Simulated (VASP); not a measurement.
# Ca (I4/mmm) in VASP: further runs

The runs below take Ca through single point, with PBEsol.

Program: VASP 6.6.1. These are calculated values, not measurements. Logs are shortened: lines on timing, memory, paths and dates and some standing lists are left out, and cuts for length are marked.

## 1. The cell of the first run

The structure is tetragonal, space group I4/mmm (No. 139). Conventional cell: a = 4.838 Å, b = 4.838 Å, c = 4.301 Å, α = 90.00°, β = 90.00°, γ = 90.00°. Within 5.3 Å of Ca (site symmetry 4/mmm) lie 14 Ca at 4.04 to 4.84 Å.

## 2. Single point, PBEsol (strain +0.080 along x and y, -0.040 along z)

INCAR

```
ALGO     = Fast           # electronic algorithm
EDIFF    = 1E-6           # SCF threshold, eV
ENCUT    = 520            # plane-wave cutoff, eV
GGA      = PS             # functional
ISIF     = 2              # what is computed and relaxed
ISMEAR   = 0              # smearing method
LASPH    = True           # aspherical terms in the spheres
LCHARG   = False          # write CHGCAR
LREAL    = False          # projectors in reciprocal space
LWAVE    = False          # write WAVECAR
NBANDS   = 11             # bands
NELM     = 60             # most SCF steps
PREC     = Accurate       # precision mode
SIGMA    = 0.15           # smearing width, eV
```

KPOINTS

```
k-points
0
Gamma
  16 16 16
```

POSCAR

```
Ca
1.0
   -2.4192000000      2.4192000000      2.1504000000
    2.4192000000     -2.4192000000      2.1504000000
    2.4192000000      2.4192000000     -2.1504000000
Ca
1
Direct
    0.0000000000      0.0000000000      0.0000000000
```

Potentials or basis: VASP PAW PBE potentials, release 64 (Ca_sv).

Launch:

```console
cat potpaw_PBE.64/Ca_sv/POTCAR > POTCAR
mpirun -np 1 vasp_std > vasp.out
```

OUTCAR:

```text
EDIFF = 1E-6
   ENCUT = 520
   GGA = PS
   ISIF = 2
   ISMEAR = 0
   LASPH = True
   LREAL = False
   NELM = 60
   PREC = Accurate

 ion  position               nearest neighbor table
   1  0.000  0.000  0.000-

  LATTYP: Found a body centered tetragonal cell.
 ALAT       =     4.8384000000
 C/A-ratio  =     0.8888888889

  Lattice vectors:

 A1 = (  -2.4192000000,   2.4192000000,   2.1504000000)
 A2 = (   2.4192000000,  -2.4192000000,   2.1504000000)
 A3 = (   2.4192000000,   2.4192000000,  -2.1504000000)

Analysis of symmetry for initial positions (statically):
=====================================================================
 Subroutine PRICEL returns:
 Original cell was already a primitive cell.

 Routine SETGRP: Setting up the symmetry group for a
 body centered tetragonal supercell.

 Subroutine GETGRP returns: Found 16 space group operations
 (whereof 16 operations were pure point group operations)
 out of a pool of 16 trial point group operations.

The static configuration has the point symmetry D_4h.

Analysis of symmetry for dynamics (positions and initial velocities):
=====================================================================
 Subroutine PRICEL returns:
 Original cell was already a primitive cell.

 Routine SETGRP: Setting up the symmetry group for a
 body centered tetragonal supercell.

 Subroutine GETGRP returns: Found 16 space group operations
 (whereof 16 operations were pure point group operations)
 out of a pool of 16 trial point group operations.

The dynamic configuration has the point symmetry D_4h.

 Subroutine INISYM returns: Found 16 space group operations
 (whereof 16 operations are pure point group operations),
 and found     1 'primitive' translations

----------------------------------------------------------------------------------------

                                     Primitive cell

  volume of cell :      50.3411

  direct lattice vectors                    reciprocal lattice vectors
    -2.419200000  2.419200000  2.150400000     0.000000000  0.206679894  0.232514881
     2.419200000 -2.419200000  2.150400000     0.206679894  0.000000000  0.232514881
     2.419200000  2.419200000 -2.150400000     0.206679894  0.206679894  0.000000000

  length of vectors
     4.040950067  4.040950067  4.040950067     0.311094437  0.311094437  0.292289509

  position of ions in fractional coordinates (direct lattice)
     0.000000000  0.000000000  0.000000000

  ion indices of the primitive-cell ions
   primitive index   ion index
                 1           1

----------------------------------------------------------------------------------------

 KPOINTS: k-points

Automatic generation of k-mesh.
 Grid dimensions read from file:
 generate k-points for:   16   16   16

 Generating k-lattice:

  Cartesian coordinates                     Fractional coordinates (reciprocal lattice)
     0.000000000  0.012917493  0.014532180     0.062500000  0.000000000  0.000000000
     0.012917493  0.000000000  0.014532180     0.000000000  0.062500000  0.000000000
     0.012917493  0.012917493  0.000000000     0.000000000  0.000000000  0.062500000

  Length of vectors
     0.019443402  0.019443402  0.018268094

  Shift w.r.t. Gamma in fractional coordinates (k-lattice)
     0.000000000  0.000000000  0.000000000

 Subroutine IBZKPT returns following result:
 ===========================================

 Found    349 irreducible k-points:

 Following reciprocal coordinates:
            Coordinates               Weight
  0.000000  0.000000  0.000000      1.000000
  0.062500  0.000000  0.000000      8.000000
  0.125000  0.000000  0.000000      8.000000
  0.187500  0.000000  0.000000      8.000000
  0.250000  0.000000  0.000000      8.000000
  0.312500  0.000000  0.000000      8.000000
[... 16 lines left out ...]
 -0.125000  0.062500  0.000000     16.000000
 -0.062500  0.062500  0.000000      4.000000
 [... further k-points ...]
   k-points           NKPTS =    349   k-points in BZ     NKDIM =    349   number of bands    NBANDS=     11
   number of dos      NEDOS =    301   number of ions     NIONS =      1
   total plane-waves  NPLWV =  27000
   dimension x,y,z NGX =    30 NGY =   30 NGZ =   30
   dimension x,y,z NGXF=    60 NGYF=   60 NGZF=   60
   ions per type =               1
   NGX,Y,Z   is equivalent  to a cutoff of  12.34, 12.34, 12.34 a.u.
   NGXF,Y,Z  is equivalent  to a cutoff of  24.68, 24.68, 24.68 a.u.
 SYSTEM =  unknown system
   PREC   = accura    normal or accurate (medium, high low for compatibility)
   ISTART =      0    job   : 0-new  1-cont  2-samecut
   ICHARG =      2    charge: 1-file 2-atom 10-const
   ISPIN  =      1    spin polarized calculation?
   LNONCOLLINEAR =      F non collinear calculations
   LSORBIT =      F    spin-orbit coupling
   LASPH  =      T    aspherical Exc in radial PAW
   ENCUT  =  520.0 eV  38.22 Ry    6.18 a.u.   7.51  7.51  7.51*2*pi/ulx,y,z
   NELM   =     60;   NELMIN=  2; NELMDL= -5     # of ELM steps
   EDIFF  = 0.1E-05   stopping-criterion for ELM
   LREAL  =      F    real-space projection
   EDIFFG = 0.1E-04   stopping-criterion for IOM
   NSW    =      0    number of steps for IOM
   IBRION =     -1    ionic relax: 0-MD 1-quasi-New 2-CG
   NFREE  =      0    steps in history (QN), initial steepest desc. (CG)
   ISIF   =      2    stress and relaxation
   ISYM   =      2    0-nonsym 1-usesym 2-fastsym
   POTIM  = 0.5000    time-step for ionic-motion
   TEBEG  =    0.0;   TEEND  =   0.0 temperature during run
   PSTRESS=    0.0 pullay stress
   NELECT =      10.0000    total number of electrons
   NUPDOWN=      -1.0000    fix difference up-down
   EMIN   =  10.00;   EMAX   =-10.00  energy-range for DOS
   EFERMI =   0.00;   METHOD = LEGACY
   ISMEAR =     0;   SIGMA  =   0.15  broadening in eV -4-tet -1-fermi 0-gaus
   EFERMI_NEDOS =   21; number of points for ismear=-14 and -15
   IALGO  =     68    algorithm
   IMIX   =      4    mixing-type and parameters
     AMIX     =   0.40;   BMIX     =  1.00
     AMIX_MAG =   1.60;   BMIX_MAG =  1.00
  volume/ion in A,a.u.               =      50.34       339.72
  Fermi-wavevector in a.u.,A,eV,Ry     =   0.955214  1.805092 12.414409  0.912433
  Thomas-Fermi vector in A             =   2.084031
   LORBIT       =      0    0 simple, 1 ext, 2 COOP (PROOUT), +10 PAW based schemes
   GGA     = PS    functional components
   LHFCALC =     F    Hartree Fock is set to
   AEXX    =    0.0000 exact exchange contribution
   IVDW    =     0    specifies the selected vdW correction
   LEPSILON=     F    determine dielectric tensor
   LRPA    =     F    only Hartree local field effects (RPA)
 non-spin polarized calculation
 RMM-DIIS sequential band-by-band and
 Gauss-broadening in eV      SIGMA  =   0.15
  energy-cutoff  :      520.00
  volume of cell :       50.34
 maximum number of plane-waves:      1376
   NGX = 15   NGY = 15   NGZ = 15

 number of electron      10.0000000 magnetization

 number of electron       9.9999997 magnetization

 Free energy of the ion-electron system (eV)
  ---------------------------------------------------
  ext. energy  EPLUGINS =         0.00000000
  ---------------------------------------------------
  free energy    TOTEN  =        -2.02969370 eV

  energy without entropy =       -2.01440582  energy(sigma->0) =       -2.02204976

 E-fermi :   1.2912     XC(G=0):  -7.2716

 val. band max:        1.2910133931   @ k =   0.5000   0.0000   0.0000
 cond. band min:       1.2986710463   @ k =  -0.3750  -0.3750   0.3750
 fundamental gap:      0.0076576532
 Fermi energy:         1.2911831086

 k-point     1 :       0.0000    0.0000    0.0000
  band No.  band energies     occupation
      1     -41.0189      2.00000
      2     -22.0245      2.00000
      3     -22.0208      2.00000
      4     -22.0208      2.00000
      5      -2.4607      2.00000
      6       3.0361      0.00000
      7       3.5160      0.00000
      8       3.5160      0.00000
      9       3.8791      0.00000
     10       4.4387      0.00000
     11      10.1373      0.00000

 k-point     2 :       0.0625    0.0000    0.0000
  band No.  band energies     occupation
      1     -41.0186      2.00000
      2     -22.0266      2.00000
      3     -22.0218      2.00000
      4     -22.0217      2.00000
      5      -2.3963      2.00000
      6       3.0429      0.00000
      7       3.4864      0.00000
      8       3.5089      0.00000
      9       3.8852      0.00000
     10       4.4031      0.00000
     11      10.1378      0.00000

 k-point     3 :       0.1250    0.0000    0.0000
  band No.  band energies     occupation
      1     -41.0179      2.00000
      2     -22.0342      2.00000
      3     -22.0247      2.00000
      4     -22.0227      2.00000
      5      -2.2051      2.00000
      6       3.0235      0.00000
      7       3.3668      0.00000
      8       3.5371      0.00000
      9       3.9259      0.00000
     10       4.3251      0.00000
     11      10.0522      0.00000

 k-point     4 :       0.1875    0.0000    0.0000
  band No.  band energies     occupation
      1     -41.0167      2.00000
      2     -22.0461      2.00000
      3     -22.0290      2.00000
      4     -22.0236      2.00000
      5      -1.8930      2.00000
      6       2.9231      0.00000
      7       3.1314      0.00000
      8       3.6790      0.00000
      9       4.0221      0.00000
     10       4.2541      0.00000
     11       9.2892      0.00000
[... 239 lines left out ...]
 k-point    22 :      -0.1875    0.0625    0.0000
  band No.  band energies     occupation
      1     -41.0173      2.00000
      2     -22.0402      2.00000
      3     -22.0273      2.00000
      4     -22.0232      2.00000
      5      -2.0394      2.00000
      6       2.9310      0.00000
      7       3.2750      0.00000
      8       3.6573      0.00000
      9       3.8817      0.00000
     10       4.3404      0.00000
     11       9.3435      0.00000

 k-point    23 :      -0.1250    0.0625    0.0000
  band No.  band energies     occupation
      1     -41.0182      2.00000
      2     -22.0303      2.00000
      3     -22.0249      2.00000
      4     -22.0216      2.00000
      5      -2.2839      2.00000
      6       3.0003      0.00000
      7       3.4366      0.00000
      8       3.5866      0.00000
      9       3.8245      0.00000
     10       4.3928      0.00000
     11       9.6580      0.00000

 k-point    24 :      -0.0625    0.0625    0.0000
  band No.  band energies     occupation
      1     -41.0186      2.00000
      2     -22.0252      2.00000
      3     -22.0236      2.00000
      4     -22.0207      2.00000
      5      -2.4041      2.00000
      6       3.0222      0.00000
      7       3.4914      0.00000
      8       3.5561      0.00000
      9       3.8397      0.00000
     10       4.4277      0.00000
     11       9.9036      0.00000

 [... further k-points ...]
[... 5 lines left out ...]
  --------------------------------------------------------------------------------------
  -------------------------------------------------------------------------------------
  Total       -0.8791343     -0.8791343     -0.7622413      0.0000000      0.0000000      0.0000000
  in kB      -27.9796983    -27.9796983    -24.2594114      0.0000000      0.0000000      0.0000000
  external PRESSURE =     -26.7396026 kB  Pullay stress =       0.0000000 kB

 VOLUME and BASIS-vectors are now :
 -----------------------------------------------------------------------------
  energy-cutoff  :      520.00
  volume of cell :       50.34
      direct lattice vectors                 reciprocal lattice vectors
    -2.419200000  2.419200000  2.150400000     0.000000000  0.206679894  0.232514881
     2.419200000 -2.419200000  2.150400000     0.206679894  0.000000000  0.232514881
     2.419200000  2.419200000 -2.150400000     0.206679894  0.206679894  0.000000000

 POSITION                                       TOTAL-FORCE (eV/Angst)
 -----------------------------------------------------------------------------------
      0.00000      0.00000      0.00000         0.000000     -0.000000      0.000000
 -----------------------------------------------------------------------------------
    total drift:                               -0.000000     -0.000000      0.000000

  FREE ENERGIE OF THE ION-ELECTRON SYSTEM (eV)
  ---------------------------------------------------
  free  energy   TOTEN  =        -2.0296937010 eV

  energy  without entropy=       -2.0144058167  energy(sigma->0) =       -2.02204976
```

Wall time 96 s (1 thread of Intel Xeon 6975P-C (Granite Rapids), shared host); peak memory 0.3 GiB.

Results:

```yaml
Free_energy: -2.0297 eV
Pressure: -2.7 GPa
Band_gap_on_the_k_mesh: zero (band 5 reaches 1.60 eV, above the bottom of band 6 at 0.96 eV)
```

Levels at points of the mesh, in eV from the Fermi level:
```tsv
k point	band 3	band 4	band 5	band 6	band 7	band 8
(0.00, 0.00, 0.00)	-23.31	-23.31	-3.75	1.74	2.22	2.22
(0.50, 0.00, 0.00)	-23.34	-23.32	-0.72	0.00	1.09	2.81
(0.50, 0.50, 0.00)	-23.34	-23.31	-1.03	-0.33	1.66	2.46
(0.50, 0.50, 0.50)	-23.37	-23.36	0.12	0.27	2.72	2.72
```

Caveat: the cell differs from its parent crystal (strain +0.080 along x and y, -0.040 along z); the PAW data sets were made with another functional, which shifts forces and pressure a little.

## 3. Single point, PBEsol (strain +0.080 along x and y, +0.000 along z)

INCAR

```
  ALGO = Fast
  EDIFF = 1E-6
  ENCUT = 520
  GGA = PS
  ISIF = 2
  ISMEAR = 0
  LASPH = True
  LCHARG = False
  LREAL = False
  LWAVE = False
  NBANDS = 11
  NELM = 60
  PREC = Accurate
  SIGMA = 0.15
```

KPOINTS is that of step 2.

POSCAR

```
Ca
1.0
   -2.4192000000      2.4192000000      2.2400000000
    2.4192000000     -2.4192000000      2.2400000000
    2.4192000000      2.4192000000     -2.2400000000
Ca
1
Direct
    0.0000000000      0.0000000000      0.0000000000
```

Potentials or basis: VASP PAW PBE potentials, release 64 (Ca_sv).

Launch:

```console
cat potpaw_PBE.64/Ca_sv/POTCAR > POTCAR
mpirun -np 1 vasp_std > vasp.out
```

Wall time 89 s (1 thread of Intel Xeon 6975P-C (Granite Rapids), shared host); peak memory 0.31 GiB.

It converged, with:

| Quantity | Value |
| --- | --- |
| Free energy | -1.9949 eV |
| Pressure | -3.0 GPa |
| Band gap on the k mesh | zero (band 5 reaches 1.47 eV, above the bottom of band 6 at 0.88 eV) |

Stress tensor (GPa, compression positive):
```
-3.01  0.00  0.00
 0.00 -3.01  0.00
 0.00  0.00 -2.90
```

Levels at points of the mesh, in eV from the Fermi level:
```tsv
k point	band 3	band 4	band 5	band 6	band 7	band 8
(0.00, 0.00, 0.00)	-23.41	-23.41	-3.68	1.79	2.08	2.08
(0.50, 0.00, 0.00)	-23.44	-23.42	-0.75	-0.07	1.12	2.73
(0.50, 0.50, 0.00)	-23.44	-23.41	-0.95	-0.28	1.48	2.48
(0.50, 0.50, 0.50)	-23.46	-23.46	0.18	0.29	2.79	2.79
```

Caveat: the cell differs from its parent crystal (strain +0.080 along x and y, +0.000 along z); the PAW data sets were made with another functional, which shifts forces and pressure a little.
